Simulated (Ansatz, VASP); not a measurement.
One calculation of Ca7Ge, two programs

```
CELL_PARAMETERS angstrom
0.00000 5.26210 5.26210
5.26210 0.00000 5.26210
5.26210 5.26210 0.00000
ATOMIC_POSITIONS crystal
Ge 0.00000 0.00000 0.00000
Ca 0.00000 0.00000 0.50000
Ca 0.50000 0.00000 0.50000
Ca 0.00000 0.50000 0.50000
Ca 0.50000 0.00000 0.00000
Ca 0.00000 0.50000 0.00000
Ca 0.50000 0.50000 0.50000
Ca 0.50000 0.50000 0.00000
```

Alike in both runs: task single point; functional PBE; k mesh 5 × 5 × 5; occupations fermi-dirac, width 0.05 eV; no spin polarisation.

|  | VASP | Ansatz |
| --- | --- | --- |
| version | VASP 6.6.1 | Ansatz 0.2.0 |
| potentials or method | VASP PAW PBE potentials, release 64 (Ge_d, Ca_sv) | Ansatz PAW |
| plane-wave cutoff (eV) | 520 | 420 |
| valence electrons in the cell | 84 | 84 |

|  | VASP | Ansatz | Ansatz less VASP |
| --- | --- | --- | --- |
| gap on the k mesh at the Fermi level (eV) | none | none | - |
| pressure (GPa) | 0.0 | 0.0 | +0.01 |

A gap of «none» marks a metal or a gap that the smearing closes.
